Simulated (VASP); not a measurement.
# Sc (I4/mmm) in VASP: a series of runs

Runs on Sc. Level: PBEsol. Tasks: single point.

Program: VASP 6.6.1. These are calculated values, not measurements. Logs are shortened: lines on timing, memory, paths and dates and some standing lists are left out, and cuts for length are marked.

## (1) The cell of the first run

It takes space group I4/mmm (No. 139, tetragonal). The conventional cell has a = 3.372 Å, b = 3.372 Å, c = 4.655 Å, α = 90.00°, β = 90.00°, γ = 90.00°. Within 4.4 Å of Sc (site symmetry 4/mmm) lie 12 Sc at 3.33 to 3.37 Å.

## (2) Single point, PBEsol (strain +0.050 along x and y, +0.025 along z)

INCAR reads:

```
PREC     = Accurate       # precision mode
ENCUT    = 520            # plane-wave cutoff, eV
EDIFF    = 1E-6           # SCF threshold, eV
ISMEAR   = 0              # smearing method
SIGMA    = 0.15           # smearing width, eV
LREAL    = False          # projectors in reciprocal space
LASPH    = True           # aspherical terms in the spheres
NELM     = 100            # most SCF steps
ALGO     = Fast           # electronic algorithm
ISIF     = 2              # what is computed and relaxed
LWAVE    = False          # write WAVECAR
LCHARG   = True           # write CHGCAR
GGA      = PS             # functional
LELF     = True           # ELF
LVHAR    = True         
NBANDS   = 12             # bands
```

KPOINTS reads:

```
regular mesh
0
Gamma
  18 18 18
```

POSCAR reads:

```
Sc
1.0
    0.0000000000      2.3840250000      2.3272625000
    2.3840250000      0.0000000000      2.3272625000
    2.3840250000      2.3840250000      0.0000000000
Sc
1
Direct
    0.0000000000      0.0000000000      0.0000000000
```

Potentials or basis: VASP PAW PBE potentials, release 64 (Sc_sv).

Started as:

```sh
> cat potpaw_PBE.64/Sc_sv/POTCAR > POTCAR
> mpirun -np 1 vasp_std > vasp.out
```

OUTCAR:

```text
PREC = Accurate
   ENCUT = 520
   EDIFF = 1E-6
   ISMEAR = 0
   LREAL = False
   LASPH = True
   NELM = 100
   ISIF = 2
   GGA = PS

 ion  position               nearest neighbor table
   1  0.000  0.000  0.000-

  LATTYP: Found a body centered tetragonal cell.
 ALAT       =     3.3715204880
 C/A-ratio  =     1.3805418109

  Lattice vectors:

 A1 = (   0.0000000000,  -2.3840250000,  -2.3272625000)
 A2 = (   0.0000000000,   2.3840250000,  -2.3272625000)
 A3 = (   2.3840250000,   0.0000000000,   2.3272625000)

Analysis of symmetry for initial positions (statically):
=====================================================================
 Subroutine PRICEL returns:
 Original cell was already a primitive cell.

 Routine SETGRP: Setting up the symmetry group for a
 body centered tetragonal supercell.

 Subroutine GETGRP returns: Found 16 space group operations
 (whereof 16 operations were pure point group operations)
 out of a pool of 16 trial point group operations.

The static configuration has the point symmetry D_4h.

Analysis of symmetry for dynamics (positions and initial velocities):
=====================================================================
 Subroutine PRICEL returns:
 Original cell was already a primitive cell.

 Routine SETGRP: Setting up the symmetry group for a
 body centered tetragonal supercell.

 Subroutine GETGRP returns: Found 16 space group operations
 (whereof 16 operations were pure point group operations)
 out of a pool of 16 trial point group operations.

The dynamic configuration has the point symmetry D_4h.

 Subroutine INISYM returns: Found 16 space group operations
 (whereof 16 operations are pure point group operations),
 and found     1 'primitive' translations

----------------------------------------------------------------------------------------

                                     Primitive cell

  volume of cell :      26.4543

  direct lattice vectors                    reciprocal lattice vectors
     0.000000000  2.384025000  2.327262500    -0.209729344  0.209729344  0.214844694
     2.384025000  0.000000000  2.327262500     0.209729344 -0.209729344  0.214844694
     2.384025000  2.384025000  0.000000000     0.209729344  0.209729344 -0.214844694

  length of vectors
     3.331625121  3.331625121  3.371520488     0.366239045  0.366239045  0.366239045

  position of ions in fractional coordinates (direct lattice)
     0.000000000  0.000000000  0.000000000

  ion indices of the primitive-cell ions
   primitive index   ion index
                 1           1

----------------------------------------------------------------------------------------

 KPOINTS: regular mesh

Automatic generation of k-mesh.
 Grid dimensions read from file:
 generate k-points for:   18   18   18

 Generating k-lattice:

  Cartesian coordinates                     Fractional coordinates (reciprocal lattice)
    -0.011651630  0.011651630  0.011935816     0.055555556  0.000000000  0.000000000
     0.011651630 -0.011651630  0.011935816     0.000000000  0.055555556  0.000000000
     0.011651630  0.011651630 -0.011935816     0.000000000  0.000000000  0.055555556

  Length of vectors
     0.020346614  0.020346614  0.020346614

  Shift w.r.t. Gamma in fractional coordinates (k-lattice)
     0.000000000  0.000000000  0.000000000

 Subroutine IBZKPT returns following result:
 ===========================================

 Found    480 irreducible k-points:

 Following reciprocal coordinates:
            Coordinates               Weight
  0.000000  0.000000  0.000000      1.000000
  0.055556 -0.000000  0.000000      8.000000
  0.111111 -0.000000  0.000000      8.000000
  0.166667 -0.000000  0.000000      8.000000
  0.222222 -0.000000  0.000000      8.000000
  0.277778 -0.000000  0.000000      8.000000
[... 16 lines left out ...]
 -0.277778  0.055556  0.000000      8.000000
 -0.222222  0.055556  0.000000      8.000000
 [... further k-points ...]
   k-points           NKPTS =    480   k-points in BZ     NKDIM =    480   number of bands    NBANDS=     12
   number of dos      NEDOS =    301   number of ions     NIONS =      1
   total plane-waves  NPLWV =  21952
   dimension x,y,z NGX =    28 NGY =   28 NGZ =   28
   dimension x,y,z NGXF=    56 NGYF=   56 NGZF=   56
   ions per type =               1
   NGX,Y,Z   is equivalent  to a cutoff of  13.97, 13.97, 13.81 a.u.
   NGXF,Y,Z  is equivalent  to a cutoff of  27.94, 27.94, 27.61 a.u.
 SYSTEM =  unknown system
   PREC   = accura    normal or accurate (medium, high low for compatibility)
   ISTART =      0    job   : 0-new  1-cont  2-samecut
   ICHARG =      2    charge: 1-file 2-atom 10-const
   ISPIN  =      1    spin polarized calculation?
   LNONCOLLINEAR =      F non collinear calculations
   LSORBIT =      F    spin-orbit coupling
   LASPH  =      T    aspherical Exc in radial PAW
   ENCUT  =  520.0 eV  38.22 Ry    6.18 a.u.   6.19  6.19  6.27*2*pi/ulx,y,z
   NELM   =    100;   NELMIN=  2; NELMDL= -5     # of ELM steps
   EDIFF  = 0.1E-05   stopping-criterion for ELM
   LREAL  =      F    real-space projection
   EDIFFG = 0.1E-04   stopping-criterion for IOM
   NSW    =      0    number of steps for IOM
   IBRION =     -1    ionic relax: 0-MD 1-quasi-New 2-CG
   NFREE  =      0    steps in history (QN), initial steepest desc. (CG)
   ISIF   =      2    stress and relaxation
   ISYM   =      2    0-nonsym 1-usesym 2-fastsym
   POTIM  = 0.5000    time-step for ionic-motion
   TEBEG  =    0.0;   TEEND  =   0.0 temperature during run
   PSTRESS=    0.0 pullay stress
   NELECT =      11.0000    total number of electrons
   NUPDOWN=      -1.0000    fix difference up-down
   EMIN   =  10.00;   EMAX   =-10.00  energy-range for DOS
   EFERMI =   0.00;   METHOD = LEGACY
   ISMEAR =     0;   SIGMA  =   0.15  broadening in eV -4-tet -1-fermi 0-gaus
   EFERMI_NEDOS =   21; number of points for ismear=-14 and -15
   IALGO  =     68    algorithm
   IMIX   =      4    mixing-type and parameters
     AMIX     =   0.40;   BMIX     =  1.00
     AMIX_MAG =   1.60;   BMIX_MAG =  1.00
  volume/ion in A,a.u.               =      26.45       178.52
  Fermi-wavevector in a.u.,A,eV,Ry     =   1.221912  2.309080 20.314449  1.493070
  Thomas-Fermi vector in A             =   2.357078
   LORBIT       =      0    0 simple, 1 ext, 2 COOP (PROOUT), +10 PAW based schemes
   GGA     = PS    functional components
   LHFCALC =     F    Hartree Fock is set to
   AEXX    =    0.0000 exact exchange contribution
   IVDW    =     0    specifies the selected vdW correction
   LEPSILON=     F    determine dielectric tensor
   LRPA    =     F    only Hartree local field effects (RPA)
 non-spin polarized calculation
 RMM-DIIS sequential band-by-band and
 Gauss-broadening in eV      SIGMA  =   0.15
  energy-cutoff  :      520.00
  volume of cell :       26.45
 maximum number of plane-waves:       740
 NGX is ok and might be reduce to    28
   NGX = 13   NGY = 13   NGZ = 13

 number of electron      11.0000002 magnetization

 Free energy of the ion-electron system (eV)
  ---------------------------------------------------
  ext. energy  EPLUGINS =         0.00000000
  ---------------------------------------------------
  free energy    TOTEN  =        -6.52117185 eV

  energy without entropy =       -6.49648771  energy(sigma->0) =       -6.50882978

 E-fermi :   3.2286     XC(G=0):  -9.7044

 val. band max:        3.2246105433   @ k =  -0.4444   0.1667   0.3333
 cond. band min:       3.2355657175   @ k =  -0.3333   0.4444   0.2222
 fundamental gap:      0.0109551742
 Fermi energy:         3.2285851456

 k-point     1 :       0.0000    0.0000    0.0000
  band No.  band energies     occupation
      1     -46.1886      2.00000
      2     -24.7258      2.00000
      3     -24.7247      2.00000
      4     -24.7247      2.00000
      5      -1.8233      2.00000
      6       4.6614      0.00000
      7       4.6614      0.00000
      8       4.8022      0.00000
      9       5.8769      0.00000
     10       6.0370      0.00000
     11      15.3878      0.00000
     12      18.3417      0.00000

 k-point     2 :       0.0556   -0.0000    0.0000
  band No.  band energies     occupation
      1     -46.1873      2.00000
      2     -24.7348      2.00000
      3     -24.7265      2.00000
      4     -24.7262      2.00000
      5      -1.7495      2.00000
      6       4.6289      0.00000
      7       4.6882      0.00000
      8       4.8087      0.00000
      9       5.8603      0.00000
     10       6.0164      0.00000
     11      15.4429      0.00000
     12      17.7768      0.00000

 k-point     3 :       0.1111   -0.0000    0.0000
  band No.  band energies     occupation
      1     -46.1834      2.00000
      2     -24.7626      2.00000
      3     -24.7303      2.00000
      4     -24.7297      2.00000
      5      -1.5315      2.00000
      6       4.4985      0.00000
      7       4.7569      0.00000
      8       4.8629      0.00000
      9       5.8253      0.00000
     10       5.9677      0.00000
     11      15.4796      0.00000
     12      16.6502      0.00000
[... 286 lines left out ...]
 k-point    23 :      -0.2778    0.0556    0.0000
  band No.  band energies     occupation
      1     -46.1596      2.00000
      2     -24.9258      2.00000
      3     -24.7603      2.00000
      4     -24.7523      2.00000
      5       0.0761      2.00000
      6       3.7318      0.00000
      7       4.8123      0.00000
      8       4.8530      0.00000
      9       5.9956      0.00000
     10       6.3705      0.00000
     11      12.0307      0.00000
     12      15.5838      0.00000

 k-point    24 :      -0.2222    0.0556    0.0000
  band No.  band energies     occupation
      1     -46.1671      2.00000
      2     -24.8732      2.00000
      3     -24.7538      2.00000
      4     -24.7439      2.00000
      5      -0.4896      2.00000
      6       3.9498      0.00000
      7       4.8930      0.00000
      8       4.9292      0.00000
      9       5.7706      0.00000
     10       6.1856      0.00000
     11      13.2457      0.00000
     12      15.8510      0.00000

 [... further k-points ...]
[... 5 lines left out ...]
  --------------------------------------------------------------------------------------
  -------------------------------------------------------------------------------------
  Total       -0.8878476     -0.8878476     -0.7874599      0.0000000      0.0000000     -0.0000000
  in kB      -53.7714850    -53.7714850    -47.6916155      0.0000000      0.0000000     -0.0000000
  external PRESSURE =     -51.7448618 kB  Pullay stress =       0.0000000 kB

 VOLUME and BASIS-vectors are now :
 -----------------------------------------------------------------------------
  energy-cutoff  :      520.00
  volume of cell :       26.45
      direct lattice vectors                 reciprocal lattice vectors
     0.000000000  2.384025000  2.327262500    -0.209729344  0.209729344  0.214844694
     2.384025000  0.000000000  2.327262500     0.209729344 -0.209729344  0.214844694
     2.384025000  2.384025000  0.000000000     0.209729344  0.209729344 -0.214844694

 POSITION                                       TOTAL-FORCE (eV/Angst)
 -----------------------------------------------------------------------------------
      0.00000      0.00000      0.00000         0.000000     -0.000000      0.000000
 -----------------------------------------------------------------------------------
    total drift:                               -0.000000     -0.000000     -0.000000

  FREE ENERGIE OF THE ION-ELECTRON SYSTEM (eV)
  ---------------------------------------------------
  free  energy   TOTEN  =        -6.5211718452 eV

  energy  without entropy=       -6.4964877116  energy(sigma->0) =       -6.50882978
```

Run time: 3.6 min. Hardware: 1 thread of Intel Xeon 6975P-C, shared host; peak memory 0.27 GiB.

What came out:

* Free energy: -6.5212 eV
* Pressure: -5.2 GPa

Levels at points of the mesh, in eV from the Fermi level:
```tsv
k point	band 3	band 4	band 5	band 6	band 7	band 8
(0.00, 0.00, 0.00)	-27.95	-27.95	-5.05	1.43	1.43	1.57
(0.50, 0.00, 0.00)	-28.00	-27.99	-1.70	0.13	1.30	1.46
(0.50, 0.50, 0.00)	-28.07	-28.07	-1.36	-0.57	1.92	3.54
(0.50, 0.00, 0.50)	-28.07	-28.05	-1.40	-0.52	1.59	3.54
```

Caveat: the cell differs from its parent crystal (strain +0.050 along x and y, +0.025 along z); the PAW data sets were made with another functional, which shifts forces and pressure a little.

## (3) Single point, PBEsol (strain -0.050 along x and y, -0.025 along z)

INCAR reads:

```
PREC = Accurate ; ENCUT = 520
EDIFF = 1E-6 ; ISMEAR = 0
SIGMA = 0.15 ; LREAL = False
LASPH = True ; NELM = 80
ALGO = Normal ; ISIF = 2
LWAVE = False ; LCHARG = True
GGA = PS ; LELF = True
LVHAR = True ; NBANDS = 12
```

KPOINTS is that of step 2.

POSCAR reads:

```
Sc
1.0
    0.0000000000      2.1569750000      2.2137375000
    2.1569750000      0.0000000000      2.2137375000
    2.1569750000      2.1569750000      0.0000000000
Sc
1
Direct
    0.0000000000      0.0000000000      0.0000000000
```

Potentials or basis: VASP PAW PBE potentials, release 64 (Sc_sv).

Started as:

```sh
> cat potpaw_PBE.64/Sc_sv/POTCAR > POTCAR
> mpirun -np 1 vasp_std > vasp.out
```

Wall time 70 s (1 thread of Intel Xeon 6975P-C, shared host); peak memory 0.23 GiB.

It converged, with:

```yaml
Free_energy: -6.4893 eV
Pressure: 9.1 GPa
```

Stress tensor (GPa, compression positive):
```
9.38 0.00 0.00
0.00 9.38 0.00
0.00 0.00 8.49
```

Levels at points of the mesh, in eV from the Fermi level:
| k point | band 2 | band 3 | band 4 | band 5 | band 6 | band 7 | band 8 | band 9 |
| --- | --- | --- | --- | --- | --- | --- | --- | --- |
| (0.00, 0.00, 0.00) | -27.12 | -27.12 | -27.12 | -5.49 | 1.68 | 1.88 | 1.88 | 3.43 |
| (0.50, 0.00, 0.00) | -27.85 | -27.23 | -27.20 | -2.00 | 0.68 | 1.54 | 1.77 | 4.67 |
| (0.50, 0.50, 0.00) | -27.80 | -27.36 | -27.36 | -1.96 | -0.88 | 2.39 | 4.72 | 5.01 |
| (0.50, 0.00, 0.50) | -27.80 | -27.40 | -27.37 | -1.94 | -0.95 | 2.81 | 4.70 | 4.94 |

Caveat: the cell differs from its parent crystal (strain -0.050 along x and y, -0.025 along z); the PAW data sets were made with another functional, which shifts forces and pressure a little.

## (4) Single point, PBEsol (strain -0.050 along x and y, +0.000 along z)

INCAR reads:

```
ALGO     = Normal         # electronic algorithm
EDIFF    = 1E-7           # SCF threshold, eV
ENCUT    = 520            # plane-wave cutoff, eV
GGA      = PS             # functional
ISIF     = 2              # what is computed and relaxed
ISMEAR   = 0              # smearing method
LASPH    = True           # aspherical terms in the spheres
LCHARG   = False          # write CHGCAR
LREAL    = False          # projectors in reciprocal space
LWAVE    = False          # write WAVECAR
NBANDS   = 12             # bands
NELM     = 100            # most SCF steps
PREC     = Accurate       # precision mode
SIGMA    = 0.15           # smearing width, eV
```

KPOINTS reads:

```
k-points
0
Gamma
  18 18 18
```

POSCAR reads:

```
Sc
1.0
    0.0000000000      2.1569750000      2.2705000000
    2.1569750000      0.0000000000      2.2705000000
    2.1569750000      2.1569750000      0.0000000000
Sc
1
Direct
    0.0000000000      0.0000000000      0.0000000000
```

Started as:

```sh
> cat potpaw_PBE.64/Sc_sv/POTCAR > POTCAR
> mpirun -np 1 vasp_std > vasp.out
```

It took 75 s on 1 thread of Intel Xeon 6975P-C, shared host; peak memory 0.23 GiB.

It converged, with:

```yaml
Free_energy: -6.5133 eV
Pressure: 7.1 GPa
```

Stress tensor (GPa, compression positive):
```
7.70 0.00 0.00
0.00 7.70 0.00
0.00 0.00 5.92
```

Levels at points of the mesh, in eV from the Fermi level:
| k point | band 2 | band 3 | band 4 | band 5 | band 6 | band 7 | band 8 | band 9 |
| --- | --- | --- | --- | --- | --- | --- | --- | --- |
| (0.00, 0.00, 0.00) | -27.21 | -27.21 | -27.21 | -5.46 | 1.52 | 1.92 | 1.92 | 3.21 |
| (0.50, 0.00, 0.00) | -27.89 | -27.32 | -27.27 | -1.96 | 0.60 | 1.42 | 1.85 | 4.50 |
| (0.50, 0.50, 0.00) | -27.83 | -27.41 | -27.41 | -1.91 | -0.80 | 2.01 | 4.60 | 4.87 |
| (0.50, 0.00, 0.50) | -27.84 | -27.50 | -27.43 | -1.87 | -0.91 | 2.83 | 4.55 | 4.71 |

Caveat: the cell differs from its parent crystal (strain -0.050 along x and y, +0.000 along z); the PAW data sets were made with another functional, which shifts forces and pressure a little.

## (5) Single point, PBEsol (strain -0.025 along x and y, -0.050 along z)

INCAR reads:

```
PREC     = Accurate       # precision mode
ENCUT    = 520            # plane-wave cutoff, eV
EDIFF    = 1E-6           # SCF threshold, eV
ISMEAR   = 0              # smearing method
SIGMA    = 0.15           # smearing width, eV
LREAL    = False          # projectors in reciprocal space
LASPH    = True           # aspherical terms in the spheres
NELM     = 80             # most SCF steps
ALGO     = Fast           # electronic algorithm
ISIF     = 2              # what is computed and relaxed
LWAVE    = False          # write WAVECAR
LCHARG   = False          # write CHGCAR
GGA      = PS             # functional
NBANDS   = 12             # bands
```

KPOINTS reads:

```
Automatic mesh
0
Gamma
  18 18 18
```

POSCAR reads:

```
Sc
1.0
    0.0000000000      2.2137375000      2.1569750000
    2.2137375000      0.0000000000      2.1569750000
    2.2137375000      2.2137375000      0.0000000000
Sc
1
Direct
    0.0000000000      0.0000000000      0.0000000000
```

Started as:

```sh
> cat potpaw_PBE.64/Sc_sv/POTCAR > POTCAR
> mpirun -np 1 vasp_std > vasp.out
```

Run time: 1.7 min. Hardware: 1 thread of Intel Xeon 6975P-C, shared host; peak memory 0.23 GiB.

The run converged. Its results:

| Quantity | Value |
| --- | --- |
| Free energy | -6.5169 eV |
| Pressure | 7.0 GPa |

Stress tensor (GPa, compression positive):
```
6.76 0.00 0.00
0.00 6.76 0.00
0.00 0.00 7.58
```

Levels at points of the mesh, in eV from the Fermi level:
```
           k point  band 2  band 3  band 4  band 5  band 6  band 7  band 8  band 9
(0.00, 0.00, 0.00)  -27.21  -27.21  -27.21   -5.46    1.72    1.72    1.91    3.35
(0.50, 0.00, 0.00)  -27.88  -27.31  -27.29   -1.97    0.60    1.52    1.75    4.53
(0.50, 0.50, 0.00)  -27.84  -27.46  -27.46   -1.86   -0.93    2.83    4.57    4.88
(0.50, 0.00, 0.50)  -27.84  -27.45  -27.42   -1.89   -0.85    2.40    4.58    4.80
```

Caveat: the cell differs from its parent crystal (strain -0.025 along x and y, -0.050 along z); the PAW data sets were made with another functional, which shifts forces and pressure a little.

(Part 1 of 2 ends here.)
